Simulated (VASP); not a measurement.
# LiCl (Fm-3m) in VASP: a series of runs, part 2 of 2

VASP 6.6.1. Earlier steps stand in the parts before.

**3. Single point, r2SCAN**

This run uses another cell than the first one, of 13.81 Å³/atom.

POSCAR reads:

```
LiCl
1.0
    2.3993231829      2.3993231829      0.0000000000
   -2.3993231829      2.3993231829      0.0000000000
    0.0000000000      2.3993231829      2.3993231829
Li Cl
1 1
Direct
    0.0000000000      0.0000000000      0.0000000000
    0.5000000000      0.5000000000      0.0000000000
```

INCAR.step1 reads:

```
ALGO = Normal
EDIFF = 1E-4
ENCUT = 520
GGA = PE
ISMEAR = 0
LASPH = True
LCHARG = False
LREAL = False
LWAVE = True
NBANDS = 12
NELM = 60
PREC = Accurate
SIGMA = 0.01
```

INCAR.step2 reads:

```
ALGO = Normal
EDIFF = 1E-6
ENCUT = 520
ISIF = 2
ISMEAR = 0
ISTART = 1
LASPH = True
LCHARG = True
LELF = True
LMIXTAU = True
LREAL = False
LVHAR = True
LWAVE = False
METAGGA = R2SCAN
NBANDS = 12
NELM = 60
PREC = Accurate
SIGMA = 0.01
```

KPOINTS reads:

```
k-points
0
Gamma
  8 8 8
```

Potentials or basis: VASP PAW PBE potentials, release 64 (Li_sv, Cl).

The run is started by

```
cat potpaw_PBE.64/Li_sv/POTCAR potpaw_PBE.64/Cl/POTCAR > POTCAR
cp INCAR.step1 INCAR
mpirun -np 1 vasp_std > vasp.out
cp INCAR.step2 INCAR
mpirun -np 1 vasp_std > vasp.out
```

It took 1.9 min on 1 thread of Intel Xeon 8259CL, shared host; peak memory 0.16 GiB.

The run converged. Its results:

```yaml
Free_energy: -12.4487 eV
Band_gap_on_the_k_mesh: 7.75 eV (least direct gap 8.13 eV)
```

Levels at points of the mesh, in eV from the valence-band top:
| k point | band 2 | band 3 | band 4 | band 5 | band 6 | band 7 | band 8 | band 9 |
| --- | --- | --- | --- | --- | --- | --- | --- | --- |
| (0.00, 0.00, 0.00) | -14.83 | 0.00 | 0.00 | 0.00 | 8.81 | 12.75 | 12.75 | 12.75 |
| (0.50, 0.00, 0.00) | -13.93 | -3.76 | -0.38 | -0.38 | 7.75 | 10.32 | 10.32 | 16.60 |
| (0.50, 0.50, 0.00) | -13.50 | -4.00 | -1.57 | -1.57 | 8.52 | 9.29 | 15.59 | 17.19 |

Caveat: the cutoff is under 1.25 times the usual one of these potentials, so pressure, stress and relaxed cells hold a basis-set (Pulay) error; the PAW data sets were made with another functional, which shifts forces and pressure a little.

**4. Single point, r2SCAN**

This run uses another cell than the first one, of 13.81 Å³/atom.

POSCAR is that of step 3.

INCAR.step1 reads:

```
SYSTEM = LiCl
PREC = Accurate
ENCUT = 520
ISMEAR = 0
SIGMA = 0.01
LREAL = .False.
LASPH = .True.
NELM = 100
NBANDS = 12
GGA = PE
ALGO = Normal
EDIFF = 1E-4
LWAVE = .True.
LCHARG = .False.
```

INCAR.step2 reads:

```
SYSTEM = LiCl
PREC = Accurate
ENCUT = 520
EDIFF = 1E-6
ISMEAR = 0
SIGMA = 0.01
LREAL = .False.
LASPH = .True.
NELM = 100
ALGO = Normal
ISIF = 2
LWAVE = .False.
LCHARG = .False.
METAGGA = R2SCAN
LMIXTAU = .True.
NBANDS = 12
ISTART = 1
```

KPOINTS reads:

```
Automatic mesh
0
Gamma
  8 8 8
  0 0 0
```

The run is started by

```
cat potpaw_PBE.64/Li_sv/POTCAR potpaw_PBE.64/Cl/POTCAR > POTCAR
cp INCAR.step1 INCAR
mpirun -np 1 vasp_std > vasp.out
cp INCAR.step2 INCAR
mpirun -np 1 vasp_std > vasp.out
```

Run time: 1.9 min. Hardware: 1 thread of Intel Xeon 8259CL, shared host; peak memory 0.16 GiB.

Results (log left out):

```yaml
Free_energy: -12.4487 eV
Band_gap_on_the_k_mesh: 7.75 eV (least direct gap 8.13 eV)
```

Levels at points of the mesh, in eV from the valence-band top:
```tsv
k point	band 1	band 2	band 3	band 4	band 5	band 6	band 7	band 8	band 9	band 10
(0.00, 0.00, 0.00)	-44.67	-14.83	0.00	0.00	0.00	8.81	12.75	12.75	12.75	15.88
(0.50, 0.00, 0.00)	-44.66	-13.93	-3.76	-0.38	-0.38	7.75	10.32	10.32	16.60	18.91
(0.50, 0.50, 0.00)	-44.66	-13.50	-4.00	-1.57	-1.57	8.52	9.29	15.59	17.19	17.19
```

Caveat: the cutoff is under 1.25 times the usual one of these potentials, so pressure, stress and relaxed cells hold a basis-set (Pulay) error; the PAW data sets were made with another functional, which shifts forces and pressure a little.

**5. Single point, r2SCAN**

This run uses another cell than the first one, of 14.43 Å³/atom.

POSCAR reads:

```
LiCl
1.0
    2.4345168997      2.4345168997      0.0000000000
   -2.4345168997      2.4345168997      0.0000000000
    0.0000000000      2.4345168997      2.4345168997
Li Cl
1 1
Direct
    0.0000000000      0.0000000000      0.0000000000
    0.5000000000      0.5000000000      0.0000000000
```

INCAR.step1 reads:

```
SYSTEM = LiCl
ALGO = Normal
EDIFF = 1E-4
ENCUT = 520
GGA = PE
ISMEAR = 0
LASPH = .True.
LCHARG = .False.
LREAL = .False.
LWAVE = .True.
NBANDS = 12
NELM = 60
PREC = Accurate
SIGMA = 0.01
```

INCAR.step2 reads:

```
SYSTEM = LiCl
ALGO = Normal
EDIFF = 1E-6
ENCUT = 520
ISIF = 2
ISMEAR = 0
ISTART = 1
LASPH = .True.
LCHARG = .False.
LMIXTAU = .True.
LREAL = .False.
LWAVE = .False.
METAGGA = R2SCAN
NBANDS = 12
NELM = 60
PREC = Accurate
SIGMA = 0.01
```

KPOINTS reads:

```
k-points
0
Gamma
  8 8 8
  0 0 0
```

Potentials or basis: VASP PAW PBE potentials, release 64 (Li_sv, Cl).

The run is started by

```
cat potpaw_PBE.64/Li_sv/POTCAR potpaw_PBE.64/Cl/POTCAR > POTCAR
cp INCAR.step1 INCAR
mpirun -np 1 vasp_std > vasp.out
cp INCAR.step2 INCAR
mpirun -np 1 vasp_std > vasp.out
```

OUTCAR:

```text
SYSTEM = LiCl
   EDIFF = 1E-6
   ENCUT = 520
   ISIF = 2
   ISMEAR = 0
   ISTART = 1
   LASPH = .True.
   LREAL = .False.
   METAGGA = R2SCAN
   NELM = 60
   PREC = Accurate

 ion  position               nearest neighbor table
   1  0.000  0.000  0.000-   2 2.43   2 2.43   2 2.43   2 2.43   2 2.43   2 2.43
   2  0.500  0.500  0.000-   1 2.43   1 2.43   1 2.43   1 2.43   1 2.43   1 2.43

  LATTYP: Found a face centered cubic cell.
 ALAT       =     4.8690337994

  Lattice vectors:

[... 549 lines left out ...]

  FORCE on cell =-STRESS in cart. coord.  units (eV):
  Direction    XX          YY          ZZ          XY          YZ          ZX
  --------------------------------------------------------------------------------------
  -------------------------------------------------------------------------------------
  Total        1.1808027      1.1808027      1.1808027     -0.0000000     -0.0000000     -0.0000000
  in kB       65.5570705     65.5570705     65.5570705     -0.0000000     -0.0000000     -0.0000000
  external PRESSURE =      65.5570705 kB  Pullay stress =       0.0000000 kB

 VOLUME and BASIS-vectors are now :
 -----------------------------------------------------------------------------
  energy-cutoff  :      520.00
  volume of cell :       28.86
      direct lattice vectors                 reciprocal lattice vectors
     2.434516900  2.434516900  0.000000000     0.205379556  0.205379556 -0.205379556
    -2.434516900  2.434516900  0.000000000    -0.205379556  0.205379556 -0.205379556
     0.000000000  2.434516900  2.434516900     0.000000000  0.000000000  0.410759112

 POSITION                                       TOTAL-FORCE (eV/Angst)
 -----------------------------------------------------------------------------------
      0.00000      0.00000      0.00000        -0.000000      0.000000      0.000000
      0.00000      2.43452      0.00000         0.000000     -0.000000      0.000000
 -----------------------------------------------------------------------------------
    total drift:                               -0.000000      0.000000     -0.000000

  FREE ENERGIE OF THE ION-ELECTRON SYSTEM (eV)
  ---------------------------------------------------
  free  energy   TOTEN  =       -12.5111157717 eV

  energy  without entropy=      -12.5111157717  energy(sigma->0) =      -12.51111577
```

OUTCAR.step1:

```text
SYSTEM = LiCl
   EDIFF = 1E-4
   ENCUT = 520
   GGA = PE
   ISMEAR = 0
   LASPH = .True.
   LREAL = .False.
[... 581 lines left out ...]
      0.00000      0.00000      0.00000        -0.000000      0.000000      0.000000
      0.00000      2.43452      0.00000         0.000000     -0.000000      0.000000
 -----------------------------------------------------------------------------------
    total drift:                               -0.000000      0.000000     -0.000000

  FREE ENERGIE OF THE ION-ELECTRON SYSTEM (eV)
  ---------------------------------------------------
  free  energy   TOTEN  =        -7.2773831806 eV

  energy  without entropy=       -7.2773831806  energy(sigma->0) =       -7.27738318
```

It took 1.9 min on 1 thread of Intel Xeon 8259CL, shared host; peak memory 0.16 GiB.

Results:

- Free energy: -12.5111 eV
- Band gap on the k mesh: 7.71 eV (least direct gap 8.07 eV)

Levels at points of the mesh, in eV from the valence-band top:
```
           k point  band 3  band 4  band 5  band 6  band 7  band 8
(0.00, 0.00, 0.00)    0.00    0.00    0.00    8.44   12.74   12.74
(0.50, 0.00, 0.00)   -3.54   -0.36   -0.36    7.71   10.34   10.34
(0.50, 0.50, 0.00)   -3.74   -1.46   -1.46    8.63    9.18   15.12
```

Caveat: the cutoff is under 1.25 times the usual one of these potentials, so pressure, stress and relaxed cells hold a basis-set (Pulay) error; the PAW data sets were made with another functional, which shifts forces and pressure a little.

**6. Summary**

```tsv
cell	gap on the mesh (eV)
a = 3.326 Å, angles 60.0, 60.0, 90.0°, 2 atoms	7.80
a = 3.393 Å, angles 60.0, 60.0, 90.0°, 2 atoms	7.75
a = 3.443 Å, angles 60.0, 60.0, 90.0°, 2 atoms	7.71
```

Alike in all rows: task single point; level r2SCAN; potentials or basis VASP PAW PBE potentials, release 64 (Li_sv, Cl); no spin polarisation; k mesh 8 × 8 × 8; cutoff (eV) 520; smearing gaussian 0.01 eV.

Caveats: the cutoff is under 1.25 times the usual one of these potentials, so pressure, stress and relaxed cells hold a basis-set (Pulay) error; the PAW data sets were made with another functional, which shifts forces and pressure a little.

Total energies depend on the potentials used, so only differences within one code and one set of settings carry meaning.
